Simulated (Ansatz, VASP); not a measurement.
# AlGa3N4: VASP beside Ansatz

```xyz
8
Lattice="4.4653 0.0000 0.0000 0.0000 4.4653 0.0000 0.0000 0.0000 4.4653" Properties=species:S:1:pos:R:3 pbc="T T T"
Al    0.0000    0.0000    0.0000
Ga    2.2327    2.2327    0.0000
Ga    2.2327    0.0000    2.2327
Ga    0.0000    2.2327    2.2327
N     3.3729    3.3729    1.0924
N     3.3729    1.0924    3.3729
N     1.0924    3.3729    3.3729
N     1.0924    1.0924    1.0924
```

Alike in both runs: task single point; functional r2SCAN; k mesh 6 × 6 × 6; occupations gaussian, width 0.05 eV; no spin polarisation.

|  | VASP | Ansatz |
| --- | --- | --- |
| version | VASP 6.6.1 | Ansatz 0.2.0 |
| potentials or method | VASP PAW PBE potentials, release 64 (Al, Ga_d, N_h), cutoff 910 eV | scalar-relativistic, plane waves, PAW |
| valence electrons in the cell | 62 | 62 |

```csv
,VASP,Ansatz,Ansatz less VASP
gap on the k mesh at the Fermi level (eV),2.81,2.82,+0.002
least direct gap on the mesh (eV),2.81,2.82,+0.002
rms of the force components (eV/Å),0.033,0.000,-0.0329
```

VASP's potentials were made for PBE, not for r2SCAN. Atom by atom the forces differ by 0.034 eV/Å (rms over components).

Noted on VASP's run: the cutoff is short for stress, so the pressure is rough.
